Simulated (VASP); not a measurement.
Wanted: the native input for a VASP 6.6.1 run.

| Item | Value |
| --- | --- |
| Task | single point |
| Functional | PBE |
| Potentials or basis | VASP PAW PBE potentials, release 64 (Te, Mo_sv) |
| Cutoff | 520 eV |
| k mesh | 4 × 4 × 4 |
| Occupations | gaussian, width 0.1 eV |
| Spin | no spin polarisation |
| Dipole correction | no |
| Further INCAR settings | ALGO = Normal; EDIFF = 1e-06; NBANDS = 20 |

The structure of Te2Mo lies in POSCAR:

```
Te2Mo
1.0
    0.0000000000      3.3411331314      3.3411331314
    3.3411331314      0.0000000000      3.3411331314
    3.3411331314      3.3411331314      0.0000000000
Te Mo
2 1
Direct
    0.2500000000      0.2500000000      0.2500000000
    0.7500000000      0.7500000000      0.7500000000
    0.0000000000      0.0000000000      0.0000000000
```

These files were run (other wordings do the same):

INCAR

```
PREC     = Accurate       # precision mode
ENCUT    = 520            # plane-wave cutoff, eV
EDIFF    = 1E-6           # SCF threshold, eV
ISMEAR   = 0              # smearing method
SIGMA    = 0.1            # smearing width, eV
LREAL    = F              # projectors in reciprocal space
LASPH    = T              # aspherical terms in the spheres
NELM     = 100            # most SCF steps
ALGO     = Normal         # electronic algorithm
ISIF     = 2              # what is computed and relaxed
LWAVE    = F              # write WAVECAR
LCHARG   = F              # write CHGCAR
GGA      = PE             # functional
NBANDS   = 20             # bands
```

KPOINTS

```
Automatic mesh
0
Gamma
  4 4 4
```

Potentials or basis: VASP PAW PBE potentials, release 64 (Te, Mo_sv).

Command:

```sh
$ cat potpaw_PBE.64/Te/POTCAR potpaw_PBE.64/Mo_sv/POTCAR > POTCAR
$ mpirun -np 1 vasp_std > vasp.out
```

Results of the run:

```
Pressure               : -0.3 GPa
Band gap on the k mesh : zero (band 13 reaches 8.77 eV, above the bottom of band 14 at 8.08 eV)
```

Caveat: the k points lie up to 0.41 Å⁻¹ apart; spin-orbit coupling is left out, which moves the levels of the heavy elements.

Run time: 6.8 s on 1 thread of Intel(R) Xeon(R) 6975P-C (Granite Rapids) (shared host), peak memory 0.19 GiB.
